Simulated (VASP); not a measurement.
# Ga (Cmce) in VASP: notebook, part 2 of 2

VASP 6.6.1. Earlier steps stand in the parts before.

**3. Single point, r2SCAN**

The input, POSCAR:

```
Ga
1.0
    2.2318501700     -3.7932285796      0.0000000000
    2.2318501700      3.7932285796      0.0000000000
    0.0000000000      0.0000000000      4.5346411306
Ga
4
Direct
    0.8442341977      0.1557658023      0.0855794111
    0.6557658023      0.3442341977      0.5855794111
    0.1557658023      0.8442341977      0.9144205889
    0.3442341977      0.6557658023      0.4144205889
```

The input, INCAR.step1:

```
  ALGO = Normal
  EDIFF = 1E-4
  ENCUT = 520
  GGA = PE
  ISMEAR = 0
  LASPH = T
  LCHARG = F
  LREAL = F
  LWAVE = T
  NBANDS = 34
  NELM = 100
  PREC = Accurate
  SIGMA = 1.0
```

The input, INCAR.step2:

```
  ALGO = Normal
  EDIFF = 1E-6
  ENCUT = 520
  ISIF = 2
  ISMEAR = 0
  ISTART = 1
  LASPH = T
  LCHARG = F
  LMIXTAU = T
  LREAL = F
  LWAVE = F
  METAGGA = R2SCAN
  NBANDS = 34
  NELM = 100
  PREC = Accurate
  SIGMA = 1.0
```

The input, KPOINTS:

```
k-points
0
Gamma
  8 8 7
```

Potentials or basis: VASP PAW PBE potentials, release 64 (Ga_d).

Command:

```sh
cat potpaw_PBE.64/Ga_d/POTCAR > POTCAR
cp INCAR.step1 INCAR
mpirun -np 1 vasp_std > vasp.out
cp INCAR.step2 INCAR
mpirun -np 1 vasp_std > vasp.out
```

OUTCAR:

```text
EDIFF = 1E-6
   ENCUT = 520
   ISIF = 2
   ISMEAR = 0
   ISTART = 1
   LASPH = T
   LREAL = F
   METAGGA = R2SCAN
   NELM = 100
   PREC = Accurate

 ion  position               nearest neighbor table
   1  0.844  0.156  0.086-   3 2.49   2 2.68   2 2.68   4 2.68   4 2.68   3 2.76   3 2.76
   2  0.656  0.344  0.586-   4 2.49   1 2.68   1 2.68   3 2.68   3 2.68   4 2.76   4 2.76
   3  0.156  0.844  0.914-   1 2.49   4 2.68   4 2.68   2 2.68   2 2.68   1 2.76   1 2.76
   4  0.344  0.656  0.414-   2 2.49   3 2.68   3 2.68   1 2.68   1 2.68   2 2.76   2 2.76

  LATTYP: Found a base centered orthorhombic cell.
 ALAT       =     4.4637003400
 B/A-ratio  =     1.6995892603
 C/A-ratio  =     1.0158928210

  Lattice vectors:

 A1 = (   2.2318501700,  -3.7932285796,   0.0000000000)
 A2 = (   2.2318501700,   3.7932285796,   0.0000000000)
 A3 = (   0.0000000000,   0.0000000000,   4.5346411306)

Analysis of symmetry for initial positions (statically):
=====================================================================
 Subroutine PRICEL returns:
 Original cell was already a primitive cell.

 Routine SETGRP: Setting up the symmetry group for a
 base centered orthorhombic supercell.

 Subroutine GETGRP returns: Found  8 space group operations
 (whereof  4 operations were pure point group operations)
 out of a pool of  8 trial point group operations.

The static configuration has the point symmetry C_2h.
 The point group associated with its full space group is D_2h.

Analysis of symmetry for dynamics (positions and initial velocities):
=====================================================================
 Subroutine PRICEL returns:
 Original cell was already a primitive cell.

 Routine SETGRP: Setting up the symmetry group for a
 base centered orthorhombic supercell.

 Subroutine GETGRP returns: Found  8 space group operations
 (whereof  4 operations were pure point group operations)
[... 119 lines left out ...]
   NUPDOWN=      -1.0000    fix difference up-down
   EMIN   =  10.00;   EMAX   =-10.00  energy-range for DOS
   EFERMI =   0.00;   METHOD = LEGACY
   ISMEAR =     0;   SIGMA  =   1.00  broadening in eV -4-tet -1-fermi 0-gaus
   EFERMI_NEDOS =   21; number of points for ismear=-14 and -15
   IALGO  =     38    algorithm
   IMIX   =      4    mixing-type and parameters
     AMIX     =   0.40;   BMIX     =  1.00
     AMIX_MAG =   1.60;   BMIX_MAG =  1.00
  volume/ion in A,a.u.               =      19.19       129.53
  Fermi-wavevector in a.u.,A,eV,Ry     =   1.437674  2.716809 28.121954  2.066905
  Thomas-Fermi vector in A             =   2.556725
   LORBIT       =      0    0 simple, 1 ext, 2 COOP (PROOUT), +10 PAW based schemes
   METAGGA = R2SCAN    functional components
   LHFCALC =     F    Hartree Fock is set to
   AEXX    =    0.0000 exact exchange contribution
   IVDW    =     0    specifies the selected vdW correction
   LEPSILON=     F    determine dielectric tensor
   LRPA    =     F    only Hartree local field effects (RPA)
 non-spin polarized calculation
 Gauss-broadening in eV      SIGMA  =   1.00
  energy-cutoff  :      520.00
  volume of cell :       76.78
 maximum number of plane-waves:      2094
 NGX is ok and might be reduce to    36
   NGX = 17   NGY = 17   NGZ = 17

 number of electron      52.0000022 magnetization

 Free energy of the ion-electron system (eV)
  ---------------------------------------------------
  ext. energy  EPLUGINS =         0.00000000
  ---------------------------------------------------
  free energy    TOTEN  =       -45.99840983 eV

  energy without entropy =      -45.44844023  energy(sigma->0) =      -45.72342503

 E-fermi :   5.1344     XC(G=0): -11.7684

 val. band max:        5.1238940446   @ k =   0.2500   0.2500   0.0000
 cond. band min:       5.1936642806   @ k =   0.2500   0.2500   0.0000
 fundamental gap:      0.0697702361
 Fermi energy:         5.1343595374

 k-point     1 :       0.0000    0.0000    0.0000
  band No.  band energies     occupation
      1     -10.6104      2.00000
      2     -10.5993      2.00000
      3     -10.5637      2.00000
      4     -10.5514      2.00000
      5     -10.5311      2.00000
      6     -10.5036      2.00000
[... 877 lines left out ...]
     33      11.3845      0.00000
     34      13.7696      0.00000

 [... further k-points ...]
[... 5 lines left out ...]
  --------------------------------------------------------------------------------------
  -------------------------------------------------------------------------------------
  Total        0.7373873      0.3286567      0.2917306      0.0000000      0.0000000      0.0000000
  in kB       15.3871879      6.8581353      6.0875936      0.0000000      0.0000000      0.0000000
  external PRESSURE =       9.4443056 kB  Pullay stress =       0.0000000 kB

 VOLUME and BASIS-vectors are now :
 -----------------------------------------------------------------------------
  energy-cutoff  :      520.00
  volume of cell :       76.78
      direct lattice vectors                 reciprocal lattice vectors
     2.231850170 -3.793228580  0.000000000     0.224029376 -0.131813833  0.000000000
     2.231850170  3.793228580  0.000000000     0.224029376  0.131813833  0.000000000
     0.000000000  0.000000000  4.534641131     0.000000000  0.000000000  0.220524617

 POSITION                                       TOTAL-FORCE (eV/Angst)
 -----------------------------------------------------------------------------------
      2.23185     -2.61152      0.38807         0.000000      0.043945      0.028238
      2.23185     -1.18171      2.65539         0.000000     -0.043945      0.028238
      2.23185      2.61152      4.14657         0.000000     -0.043945     -0.028238
      2.23185      1.18171      1.87925         0.000000      0.043945     -0.028238
 -----------------------------------------------------------------------------------
    total drift:                               -0.000000     -0.000000      0.000000

  FREE ENERGIE OF THE ION-ELECTRON SYSTEM (eV)
  ---------------------------------------------------
  free  energy   TOTEN  =       -45.9984098290 eV

  energy  without entropy=      -45.4484402279  energy(sigma->0) =      -45.72342503
```

OSZICAR.step1:

```text
N       E                     dE             d eps       ncg     rms          rms(c)
DAV:   1     0.359325999187E+03    0.35933E+03   -0.25361E+04  5920   0.290E+03
DAV:   2     0.325713762619E+02   -0.32675E+03   -0.31839E+03  5856   0.538E+02
DAV:   3    -0.105477271771E+02   -0.43119E+02   -0.42589E+02  6500   0.152E+02
DAV:   4    -0.119117237001E+02   -0.13640E+01   -0.13574E+01  6580   0.301E+01
DAV:   5    -0.119405186889E+02   -0.28795E-01   -0.28781E-01  7408   0.451E+00    0.249E+00
DAV:   6    -0.118622493498E+02    0.78269E-01   -0.19673E-01  7276   0.607E+00    0.136E+00
DAV:   7    -0.118473532687E+02    0.14896E-01   -0.55099E-02  8392   0.255E+00    0.311E-01
DAV:   8    -0.118461993567E+02    0.11539E-02   -0.12742E-02  6168   0.124E+00    0.451E-02
DAV:   9    -0.118463527289E+02   -0.15337E-03   -0.96369E-04  6380   0.317E-01    0.253E-02
DAV:  10    -0.118463594421E+02   -0.67132E-05   -0.17202E-04  4222   0.150E-01
   1 F= -.11846359E+02 E0= -.11532346E+02  d E =-.628028E+00
```

Wall time 4.9 min (1 thread of Intel Xeon 6975P-C (Granite Rapids), shared host); peak memory 0.3 GiB.

Results:

* Free energy: -45.9984 eV
* Pressure: 0.9 GPa
* Largest force: 0.052 eV/Å
* Band gap on the k mesh: zero (bands 26 and 27 overlap by 1.05 eV)

Forces on the atoms (eV/Å):
```
Ga   0.000  0.044  0.028
Ga   0.000 -0.044  0.028
Ga   0.000 -0.044 -0.028
Ga   0.000  0.044 -0.028
```

Caveat: so wide a smearing shifts energies and pressures; the PAW data sets were made with another functional, which shifts forces and pressure a little.

**4. Single point, r2SCAN**

POSCAR is that of step 3.

The input, INCAR.step1:

```
SYSTEM = Ga
PREC     = Accurate       ! precision mode
ENCUT    = 520            ! plane-wave cutoff, eV
ISMEAR   = 1              ! smearing method
SIGMA    = 0.01           ! smearing width, eV
LREAL    = .False.        ! projectors in reciprocal space
LASPH    = .True.         ! aspherical terms in the spheres
NELM     = 80             ! most SCF steps
NBANDS   = 34             ! bands
GGA      = PE             ! functional
ALGO     = Normal         ! electronic algorithm
EDIFF    = 1E-4           ! SCF threshold, eV
LWAVE    = .True.         ! write WAVECAR
LCHARG   = .False.        ! write CHGCAR
```

The input, INCAR.step2:

```
SYSTEM = Ga
PREC     = Accurate       ! precision mode
ENCUT    = 520            ! plane-wave cutoff, eV
EDIFF    = 1E-6           ! SCF threshold, eV
ISMEAR   = 1              ! smearing method
SIGMA    = 0.01           ! smearing width, eV
LREAL    = .False.        ! projectors in reciprocal space
LASPH    = .True.         ! aspherical terms in the spheres
NELM     = 80             ! most SCF steps
ALGO     = Normal         ! electronic algorithm
ISIF     = 2              ! what is computed and relaxed
LWAVE    = .False.        ! write WAVECAR
LCHARG   = .True.         ! write CHGCAR
METAGGA  = R2SCAN         ! meta-GGA
LMIXTAU  = .True.       
LELF     = .True.         ! ELF
LVHAR    = .True.       
NBANDS   = 34             ! bands
ISTART   = 1
```

The input, KPOINTS:

```
regular mesh
0
Gamma
  8 8 7
  0 0 0
```

Command:

```sh
cat potpaw_PBE.64/Ga_d/POTCAR > POTCAR
cp INCAR.step1 INCAR
mpirun -np 1 vasp_std > vasp.out
cp INCAR.step2 INCAR
mpirun -np 1 vasp_std > vasp.out
```

Run time: 4.6 min. Hardware: 1 thread of Intel Xeon 6975P-C (Granite Rapids), shared host; peak memory 0.31 GiB.

Results (log left out):

| Item | Value |
| --- | --- |
| Free energy | -45.7608 eV |
| Pressure | 0.1 GPa |
| Largest force | 0.010 eV/Å |
| Band gap on the k mesh | zero (bands 26 and 27 overlap by 1.05 eV) |

Forces in eV/Å, atoms in the order of the input:
```
Ga   0.000 -0.007  0.007
Ga   0.000  0.007  0.007
Ga   0.000  0.007 -0.007
Ga   0.000 -0.007 -0.007
```

Stress tensor (GPa, compression positive):
```
 0.15  0.00  0.00
 0.00 -0.03  0.00
 0.00  0.00  0.18
```

Levels at points of the mesh, in eV from the Fermi level:
| k point | band 22 | band 23 | band 24 | band 25 | band 26 | band 27 | band 28 | band 29 | band 30 | band 31 |
| --- | --- | --- | --- | --- | --- | --- | --- | --- | --- | --- |
| (0.00, 0.00, 0.00) | -4.48 | -4.07 | -1.87 | -1.51 | -0.81 | 0.99 | 1.18 | 1.28 | 5.57 | 5.69 |
| (0.50, 0.00, 0.00) | -9.07 | -3.58 | -3.58 | -1.62 | -1.62 | 0.86 | 0.86 | 4.44 | 4.44 | 5.68 |
| (0.50, 0.50, 0.00) | -7.63 | -4.17 | -3.50 | -1.88 | -1.75 | 1.13 | 1.23 | 3.72 | 3.98 | 4.39 |

Caveat: the PAW data sets were made with another functional, which shifts forces and pressure a little.

**5. The runs side by side**

| smearing | gap on the mesh (eV) | pressure (GPa) | largest force (eV/Å) |
| --- | --- | --- | --- |
| gaussian 0.6 eV | none | 0.3 | 0.02 |
| gaussian 1 eV | none | 0.9 | 0.05 |
| methfessel-paxton 0.01 eV | none | 0.1 | 0.01 |

Alike in all rows: task single point; level r2SCAN; potentials or basis VASP PAW PBE potentials, release 64 (Ga_d); no spin polarisation; cell as given; k mesh 8 × 8 × 7; cutoff (eV) 520.

Caveats: the PAW data sets were made with another functional, which shifts forces and pressure a little; so wide a smearing shifts energies and pressures (at least some runs).

Total energies depend on the potentials used, so only differences within one code and one set of settings carry meaning.

The gap in the log of VASP goes by the Fermi energy; the results here count the filled bands.